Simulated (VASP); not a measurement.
MnSb2: single point with PBE

MnSb2:

```
CELL_PARAMETERS angstrom
5.37561 0.00000 0.00000
0.00000 5.37561 0.00000
0.00000 0.00000 5.37561
ATOMIC_POSITIONS crystal
Mn 0.00000 0.00000 0.00000
Mn 0.50000 0.50000 0.50000
Sb 0.25000 0.25000 0.25000
Sb 0.25000 0.75000 0.75000
Sb 0.75000 0.75000 0.25000
Sb 0.75000 0.25000 0.75000
```

```json
{
  "Program": "VASP 6.6.1",
  "Task": "single point",
  "Functional": "PBE",
  "Potentials or basis": "VASP PAW PBE potentials, release 64 (Mn_pv, Sb)",
  "Cutoff": "520 eV",
  "k mesh": "4 × 4 × 4",
  "Occupations": "gaussian, width 0.1 eV",
  "Spin": "collinear spin, ferromagnetic start",
  "Starting moments": "[4.0, 4.0, 0.0, 0.0, 0.0, 0.0] μB"
}
```

```yaml
Pressure: 6.8 GPa
Net_moment: 1.71 μB per cell
Site_moments: Mn +1.04; Sb -0.08 μB
Valence_electrons_inside_the_program's_atomic_spheres: Mn 12.06; Sb 2.48
```

Levels at points of the mesh, in eV from the Fermi level:
Spin up:
| k point | band 20 | band 21 | band 22 | band 23 | band 24 | band 25 | band 26 | band 27 | band 28 | band 29 |
| --- | --- | --- | --- | --- | --- | --- | --- | --- | --- | --- |
| (0.00, 0.00, 0.00) | -0.98 | -0.98 | -0.13 | -0.13 | -0.13 | 0.39 | 0.39 | 0.39 | 0.43 | 0.43 |
| (0.50, 0.00, 0.00) | -1.17 | -0.84 | -0.84 | -0.73 | -0.73 | 0.42 | 0.42 | 1.84 | 1.84 | 1.93 |
| (0.50, 0.50, 0.00) | -1.47 | -0.75 | -0.75 | -0.64 | -0.64 | 0.81 | 0.81 | 1.15 | 1.15 | 2.66 |
| (0.50, 0.50, 0.50) | -1.03 | -1.03 | -0.57 | -0.57 | -0.57 | 2.28 | 2.28 | 2.28 | 3.45 | 3.45 |
Spin down:
```
           k point  band 20  band 21  band 22  band 23  band 24  band 25
(0.00, 0.00, 0.00)    -0.21    -0.21     0.07     0.07     0.07     0.24
(0.50, 0.00, 0.00)    -1.10    -0.19    -0.19     0.02     0.02     1.03
(0.50, 0.50, 0.00)    -0.84    -0.59    -0.59     0.10     0.10     1.51
(0.50, 0.50, 0.50)    -0.23    -0.23     0.33     0.33     0.33     2.13
```

Wall time 2.2 min on 1 thread of Intel Xeon 8259CL, with other jobs on the host, peak memory 0.32 GiB.

Caveat: the cell stands under pressure; spin-orbit coupling is left out, which moves the levels of the heavy elements; only a ferromagnetic start was run, and an antiferromagnetic order may lie lower in energy.
